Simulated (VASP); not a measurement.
Ir:

```
Ir
1.0
     2.64637    0.00000    0.00000
    -1.32319    2.29183    0.00000
     0.00000    0.00000    2.48759
Ir
1
Direct
  0.00000 0.00000 0.00000
```

| Quantity | Value |
| --- | --- |
| Program | VASP 6.6.1 |
| Task | relaxation of cell and atoms |
| Functional | PBE |
| Potentials or basis | VASP PAW PBE potentials, release 64 (Ir) |
| Cutoff | 600 eV |
| k mesh | 16 × 16 × 15 |
| Occupations | fermi-dirac, width 0.05 eV |
| Spin | no spin polarisation |

At the start: pressure 16.6 GPa; volume 15.09 Å³/atom.

Q: Where does the relaxation end?

A: Over 13 steps the energy falls by 64.6 meV/atom and the volume is 15.90 Å³/atom (+5.4 %); space group P6/mmm (No. 191, to 0.05 Å).

Step by step:
```
step  energy change (eV)  largest force (eV/Å)  pressure (GPa)  volume (Å³)
   1              0.0000                0.0000           16.59        15.09
   2              0.2489                0.0000          -28.37        18.70
   3             -0.0608                0.0000           -3.47        16.08
   4             -0.0614                0.0000           -2.20        16.00
   5             -0.0614                0.0000           -1.89        15.99
   6             -0.0568                0.0000            4.40        15.71
   7             -0.0645                0.0000            0.35        15.88
   8             -0.0645                0.0000            0.39        15.88
   9             -0.0645                0.0000           -0.53        15.93
  10             -0.0646                0.0000            0.05        15.90
  11             -0.0646                0.0000            0.03        15.90
  12             -0.0646                0.0000           -0.04        15.90
  13             -0.0646                0.0000            0.00        15.90
```

Final structure:
```xyz
1
Lattice="2.6584 0.0000 0.0000 -1.3292 2.3023 0.0000 0.0000 0.0000 2.5977" Properties=species:S:1:pos:R:3 pbc="T T T"
Ir   -1.3292    2.3023    0.0000
```
